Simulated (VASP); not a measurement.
The system is Be4Te3S.

```xyz
8
Lattice="5.4655 0.0000 0.0000 0.0000 5.4655 0.0000 0.0000 0.0000 5.4655" Properties=species:S:1:pos:R:3 pbc="T T T"
S     0.0000    0.0000    0.0000
Be    4.1972    4.1972    4.1972
Be    1.2683    1.2683    4.1972
Be    1.2683    4.1972    1.2683
Be    4.1972    1.2683    1.2683
Te    2.7328    2.7328    0.0000
Te    2.7328    0.0000    2.7328
Te    0.0000    2.7328    2.7328
```

Base run:

* Program: VASP 6.6.1
* Functional: PBE
* Potentials or basis: VASP PAW PBE potentials, release 64 (S, Be, Te)
* Cutoff: 520 eV
* k mesh: 6 × 6 × 6
* Occupations: fermi-dirac, width 0.02 eV
* Spin: no spin polarisation

Its results: band gap on the k mesh 1.89 eV, direct; pressure 0.3 GPa; largest force 0.037 eV/Å.

Q: The run is repeated on the same cell with these changes: functional from PBE to r2SCAN; occupations from fermi-dirac, width 0.02 eV to gaussian, width 0.01 eV. What comes out?

A: Band gap on the k mesh 2.26 eV, direct; pressure 0.2 GPa; largest force 0.012 eV/Å.

Caveats: spin-orbit coupling is left out, which moves the levels of the heavy elements; the PAW data sets were made with another functional, which shifts forces and pressure a little (some runs).

A k mesh can miss the band edges.
